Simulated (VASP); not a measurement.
# Rb (P6/mmm) in VASP: notebook

The runs below take Rb through relaxation of shape and atoms at fixed volume, with PBE.

All numbers are computed with VASP 6.6.1; they aren't measurements. Logs are shortened: lines on timing, memory, paths and dates and some standing lists are left out, and cuts for length are marked.

## Step 1: The cell of the first run

Symmetry: P6/mmm, No. 191, hexagonal system. Conventional cell: a = 6.830 Å, b = 6.830 Å, c = 4.081 Å, α = 90.00°, β = 90.00°, γ = 120.00°. Rb (site symmetry 6/mmm) has 14 Rb at 4.08 to 4.44 Å within 5.4 Å. Rb (site symmetry -6m2) has 11 Rb at 3.94 to 4.44 Å within 5.2 Å.

This isn't the form of Rb at room conditions, which is bcc.

## Step 2: Relaxation of shape and atoms at fixed volume, PBE

Input file INCAR:

```
SYSTEM = Rb
PREC = Accurate
ENCUT = 600
EDIFF = 1E-6
ISMEAR = -1
SIGMA = 0.05
LREAL = .False.
LASPH = .True.
NELM = 80
ALGO = Normal
ISIF = 4
LWAVE = .False.
LCHARG = .False.
GGA = PE
IBRION = 2
NSW = 50
EDIFFG = -0.005
```

Input file KPOINTS:

```
Automatic mesh
0
Gamma
  5 5 7
  0 0 0
```

Input file POSCAR:

```
Rb
1.0
    6.8301175306      0.0000000000      0.0000000000
   -3.4150587653      5.9150552923      0.0000000000
    0.0000000000      0.0000000000      4.0807773268
Rb
3
Direct
    0.0000000000      0.0000000000      0.0000000000
    0.3333333333      0.6666666667      0.5000000000
    0.6666666667      0.3333333333      0.5000000000
```

Potentials or basis: VASP PAW PBE potentials, release 64 (Rb_sv).

Command:

```bash
> cat potpaw_PBE.64/Rb_sv/POTCAR > POTCAR
> mpirun -np 1 vasp_std > vasp.out
```

OUTCAR:

```text
SYSTEM = Rb
   PREC = Accurate
   ENCUT = 600
   EDIFF = 1E-6
   ISMEAR = -1
   LREAL = .False.
   LASPH = .True.
   NELM = 80
   ISIF = 4
   GGA = PE
   IBRION = 2
   NSW = 50
   EDIFFG = -0.005

 ion  position               nearest neighbor table
   1  0.000  0.000  0.000-   2 4.44   3 4.44   2 4.44   3 4.44   2 4.44   2 4.44   3 4.44   3 4.44
                             3 4.44   3 4.44   2 4.44   2 4.44
   2  0.333  0.667  0.500-   3 3.94   3 3.94   3 3.94   1 4.44   1 4.44   1 4.44   1 4.44   1 4.44
                             1 4.44   3 5.67   3 5.67   3 5.67   3 5.67   3 5.67   3 5.67
   3  0.667  0.333  0.500-   2 3.94   2 3.94   2 3.94   1 4.44   1 4.44   1 4.44   1 4.44   1 4.44
                             1 4.44   2 5.67   2 5.67   2 5.67   2 5.67   2 5.67   2 5.67

  LATTYP: Found a hexagonal cell.
 ALAT       =     6.8301175306
 C/A-ratio  =     0.5974680975

  Lattice vectors:

 A1 = (   6.8301175306,   0.0000000000,   0.0000000000)
 A2 = (  -3.4150587653,   5.9150552923,   0.0000000000)
 A3 = (   0.0000000000,   0.0000000000,   4.0807773268)

Analysis of symmetry for initial positions (statically):
=====================================================================
 Subroutine PRICEL returns:
 Original cell was already a primitive cell.

 Routine SETGRP: Setting up the symmetry group for a
 hexagonal supercell.

 Subroutine GETGRP returns: Found 24 space group operations
 (whereof 24 operations were pure point group operations)
 out of a pool of 24 trial point group operations.

The static configuration has the point symmetry D_6h.

Analysis of symmetry for dynamics (positions and initial velocities):
=====================================================================
 Subroutine PRICEL returns:
 Original cell was already a primitive cell.

 Routine SETGRP: Setting up the symmetry group for a
 hexagonal supercell.

 Subroutine GETGRP returns: Found 24 space group operations
 (whereof 24 operations were pure point group operations)
 out of a pool of 24 trial point group operations.

The dynamic configuration has the point symmetry D_6h.

 Subroutine INISYM returns: Found 24 space group operations
 (whereof 24 operations are pure point group operations),
 and found     1 'primitive' translations

----------------------------------------------------------------------------------------

                                     Primitive cell

  volume of cell :     164.8655

  direct lattice vectors                    reciprocal lattice vectors
     6.830117531  0.000000000  0.000000000     0.146410365  0.084530064  0.000000000
    -3.415058765  5.915055292  0.000000000     0.000000000  0.169060127  0.000000000
     0.000000000  0.000000000  4.080777327     0.000000000  0.000000000  0.245051352

  length of vectors
     6.830117531  6.830117531  4.080777327     0.169060127  0.169060127  0.245051352

  position of ions in fractional coordinates (direct lattice)
     0.000000000  0.000000000  0.000000000
     0.333333333  0.666666667  0.500000000
     0.666666667  0.333333333  0.500000000

  ion indices of the primitive-cell ions
   primitive index   ion index
                 1           1
                 2           2
                 3           3

----------------------------------------------------------------------------------------

 KPOINTS: Automatic mesh

Automatic generation of k-mesh.
 Grid dimensions read from file:
 generate k-points for:    5    5    7

 Generating k-lattice:

  Cartesian coordinates                     Fractional coordinates (reciprocal lattice)
     0.029282073  0.016906013  0.000000000     0.200000000  0.000000000  0.000000000
     0.000000000  0.033812025  0.000000000     0.000000000  0.200000000  0.000000000
     0.000000000  0.000000000  0.035007336     0.000000000  0.000000000  0.142857143

  Length of vectors
     0.033812025  0.033812025  0.035007336

  Shift w.r.t. Gamma in fractional coordinates (k-lattice)
     0.000000000  0.000000000  0.000000000

 Subroutine IBZKPT returns following result:
 ===========================================

 Found     20 irreducible k-points:

 Following reciprocal coordinates:
            Coordinates               Weight
  0.000000  0.000000  0.000000      1.000000
  0.200000 -0.000000  0.000000      6.000000
  0.400000 -0.000000  0.000000      6.000000
  0.200000  0.200000  0.000000      6.000000
  0.400000  0.200000  0.000000      6.000000
  0.000000  0.000000  0.142857      2.000000
[... 12 lines left out ...]
  0.200000  0.200000  0.428571     12.000000
  0.400000  0.200000  0.428571     12.000000
   k-points           NKPTS =     20   k-points in BZ     NKDIM =     20   number of bands    NBANDS=     17
   number of dos      NEDOS =    301   number of ions     NIONS =      3
   total plane-waves  NPLWV = 112896
   dimension x,y,z NGX =    56 NGY =   56 NGZ =   36
   dimension x,y,z NGXF=   112 NGYF=  112 NGZF=   72
   ions per type =               3
   NGX,Y,Z   is equivalent  to a cutoff of  13.63, 13.63, 14.67 a.u.
   NGXF,Y,Z  is equivalent  to a cutoff of  27.26, 27.26, 29.33 a.u.
 SYSTEM =  Rb
   PREC   = accura    normal or accurate (medium, high low for compatibility)
   ISTART =      0    job   : 0-new  1-cont  2-samecut
   ICHARG =      2    charge: 1-file 2-atom 10-const
   ISPIN  =      1    spin polarized calculation?
   LNONCOLLINEAR =      F non collinear calculations
   LSORBIT =      F    spin-orbit coupling
   LASPH  =      T    aspherical Exc in radial PAW
   ENCUT  =  600.0 eV  44.10 Ry    6.64 a.u.  13.64 13.64  8.15*2*pi/ulx,y,z
   NELM   =     80;   NELMIN=  2; NELMDL= -5     # of ELM steps
   EDIFF  = 0.1E-05   stopping-criterion for ELM
   LREAL  =      F    real-space projection
   EDIFFG = -.5E-02   stopping-criterion for IOM
   NSW    =     50    number of steps for IOM
   IBRION =      2    ionic relax: 0-MD 1-quasi-New 2-CG
   NFREE  =      1    steps in history (QN), initial steepest desc. (CG)
   ISIF   =      4    stress and relaxation
   ISYM   =      2    0-nonsym 1-usesym 2-fastsym
   POTIM  = 0.5000    time-step for ionic-motion
   TEBEG  =    0.0;   TEEND  =   0.0 temperature during run
   PSTRESS=    0.0 pullay stress
   NELECT =      27.0000    total number of electrons
   NUPDOWN=      -1.0000    fix difference up-down
   EMIN   =  10.00;   EMAX   =-10.00  energy-range for DOS
   EFERMI =   0.00;   METHOD = LEGACY
   ISMEAR =    -1;   SIGMA  =   0.05  broadening in eV -4-tet -1-fermi 0-gaus
   EFERMI_NEDOS =   21; number of points for ismear=-14 and -15
   IALGO  =     38    algorithm
   IMIX   =      4    mixing-type and parameters
     AMIX     =   0.40;   BMIX     =  1.00
     AMIX_MAG =   1.60;   BMIX_MAG =  1.00
  volume/ion in A,a.u.               =      54.96       370.86
  Fermi-wavevector in a.u.,A,eV,Ry     =   0.895680  1.692589 10.915170  0.802242
  Thomas-Fermi vector in A             =   2.018042
   LORBIT       =      0    0 simple, 1 ext, 2 COOP (PROOUT), +10 PAW based schemes
   GGA     = PE    functional components
   LHFCALC =     F    Hartree Fock is set to
   AEXX    =    0.0000 exact exchange contribution
   IVDW    =     0    specifies the selected vdW correction
   LEPSILON=     F    determine dielectric tensor
   LRPA    =     F    only Hartree local field effects (RPA)
 conjugate gradient relaxation of ions
 non-spin polarized calculation
  energy-cutoff  :      600.00
  volume of cell :      164.87
 maximum number of plane-waves:      5548
 NGX is ok and might be reduce to    56
   NGX = 27   NGY = 27   NGZ = 17

--------------------------------------- Ionic step        1  -------------------------------------------

 number of electron      27.0000000 magnetization

 Free energy of the ion-electron system (eV)
  ---------------------------------------------------
  ext. energy  EPLUGINS =         0.00000000
  ---------------------------------------------------
  free energy    TOTEN  =        -1.97956127 eV

  energy without entropy =       -1.95656537  energy(sigma->0) =       -1.96806332

------------------------ aborting loop because EDIFF is reached ----------------------------------------

  FORCE on cell =-STRESS in cart. coord.  units (eV):
  Direction    XX          YY          ZZ          XY          YZ          ZX
  --------------------------------------------------------------------------------------
  -------------------------------------------------------------------------------------
  Total        3.6313213      3.6313213      3.6659354      0.0000000      0.0000000      0.0000000
  in kB       35.2894900     35.2894900     35.6258723      0.0000000      0.0000000      0.0000000
  external PRESSURE =      35.4016174 kB  Pullay stress =       0.0000000 kB

 VOLUME and BASIS-vectors are now :
 -----------------------------------------------------------------------------
  energy-cutoff  :      600.00
  volume of cell :      164.87
      direct lattice vectors                 reciprocal lattice vectors
     6.830117531  0.000000000  0.000000000     0.146410365  0.084530064  0.000000000
    -3.415058765  5.915055292  0.000000000     0.000000000  0.169060127  0.000000000
     0.000000000  0.000000000  4.080777327     0.000000000  0.000000000  0.245051352

 POSITION                                       TOTAL-FORCE (eV/Angst)
 -----------------------------------------------------------------------------------
      0.00000      0.00000      0.00000         0.000000      0.000000      0.000000
     -0.00000      3.94337      2.04039         0.000000     -0.000000      0.000000
      3.41506      1.97169      2.04039        -0.000000      0.000000      0.000000
 -----------------------------------------------------------------------------------
    total drift:                                0.000000     -0.000000      0.000000

  FREE ENERGIE OF THE ION-ELECTRON SYSTEM (eV)
  ---------------------------------------------------
  free  energy   TOTEN  =        -1.9795612687 eV
[... 17 lines left out ...]
 VOLUME and BASIS-vectors are now :
 -----------------------------------------------------------------------------
  energy-cutoff  :      600.00
  volume of cell :      164.87
      direct lattice vectors                 reciprocal lattice vectors
     6.828850495  0.000000000  0.000000000     0.146437530  0.084545747 -0.000000000
    -3.414425248  5.913958007 -0.000000000     0.000000000  0.169091495 -0.000000000
     0.000000000  0.000000000  4.082291775     0.000000000  0.000000000  0.244960443

 POSITION                                       TOTAL-FORCE (eV/Angst)
 -----------------------------------------------------------------------------------
      0.00000      0.00000      0.00000        -0.000000     -0.000000     -0.000000
     -0.00000      3.94264      2.04115         0.000000      0.000000     -0.000000
      3.41443      1.97132      2.04115        -0.000000     -0.000000      0.000000
 -----------------------------------------------------------------------------------
    total drift:                                0.000000     -0.000000      0.000000

  FREE ENERGIE OF THE ION-ELECTRON SYSTEM (eV)
  ---------------------------------------------------
  free  energy   TOTEN  =        -1.9795724278 eV

  energy  without entropy=       -1.9565986396  energy(sigma->0) =       -1.96808553

--------------------------------------- Ionic step        3  -------------------------------------------

 number of electron      27.0000000 magnetization

 Free energy of the ion-electron system (eV)
  ---------------------------------------------------
  ext. energy  EPLUGINS =         0.00000000
  ---------------------------------------------------
  free energy    TOTEN  =        -1.97958869 eV

  energy without entropy =       -1.95667979  energy(sigma->0) =       -1.96813424

 E-fermi :   1.4949     XC(G=0):  -6.8536

 val. band max:        1.4266924098   @ k =   0.4000  -0.0000   0.2857
 cond. band min:       1.5046403346   @ k =   0.2000   0.2000   0.1429
 fundamental gap:      0.0779479248
 Fermi energy:         1.4948609184

 k-point     1 :       0.0000    0.0000    0.0000
  band No.  band energies     occupation
      1     -27.4039      2.00000
      2     -27.3536      2.00000
      3     -27.2112      2.00000
      4     -11.6929      2.00000
      5     -11.6929      2.00000
      6     -11.4892      2.00000
[... 9 lines left out ...]
     16       2.8219      0.00000
     17       2.8270      0.00000

 k-point     2 :       0.2000   -0.0000    0.0000
  band No.  band energies     occupation
      1     -27.3994      2.00000
      2     -27.3577      2.00000
      3     -27.2117      2.00000
      4     -11.7280      2.00000
      5     -11.6939      2.00000
      6     -11.4405      2.00000
[... 9 lines left out ...]
     16       2.8250      0.00000
     17       3.0167      0.00000
[... 371 lines left out ...]
 VOLUME and BASIS-vectors are now :
 -----------------------------------------------------------------------------
  energy-cutoff  :      600.00
  volume of cell :      164.87
      direct lattice vectors                 reciprocal lattice vectors
     6.825052206  0.000000000  0.000000000     0.146519026  0.084592799 -0.000000000
    -3.412526103  5.910668592 -0.000000000     0.000000000  0.169185598 -0.000000000
     0.000000000  0.000000000  4.086836807     0.000000000  0.000000000  0.244688018

 POSITION                                       TOTAL-FORCE (eV/Angst)
 -----------------------------------------------------------------------------------
      0.00000      0.00000      0.00000        -0.000000      0.000000      0.000000
     -0.00000      3.94045      2.04342        -0.000000      0.000000      0.000000
      3.41253      1.97022      2.04342         0.000000     -0.000000      0.000000
 -----------------------------------------------------------------------------------
    total drift:                                0.000000     -0.000000      0.000000

  FREE ENERGIE OF THE ION-ELECTRON SYSTEM (eV)
  ---------------------------------------------------
  free  energy   TOTEN  =        -1.9795886852 eV

  energy  without entropy=       -1.9566797923  energy(sigma->0) =       -1.96813424

 reached required accuracy - stopping structural energy minimisation
```

Wall time 99 s (1 thread of Intel Xeon Platinum 8259CL at 2.50GHz (Skylake/Cascade Lake), shared host); peak memory 0.35 GiB.

What came out:

```
Free energy               : -1.9796 eV
Energy gained by relaxing : 0.0 meV/atom
Ionic steps               : 3
Pressure after relaxing   : 3.5 GPa
Band gap on the k mesh    : zero (an odd number of electrons rules out a gap without spin polarisation)
```

Final structure:
```
Rb
1.0
     6.82505    0.00000    0.00000
    -3.41253    5.91067    0.00000
     0.00000    0.00000    4.08684
Rb
3
Direct
  0.00000 0.00000 0.00000
  0.33333 0.66667 0.50000
  0.66667 0.33333 0.50000
```

Levels at points of the mesh, in eV from the Fermi level:
```tsv
k point	band 11	band 12	band 13	band 14	band 15	band 16
(0.00, 0.00, 0.00)	-12.73	-12.67	-2.66	1.01	1.33	1.33
```

[end of part 1 of 2]

The gap in the log of VASP goes by the Fermi energy; the results here count the filled bands.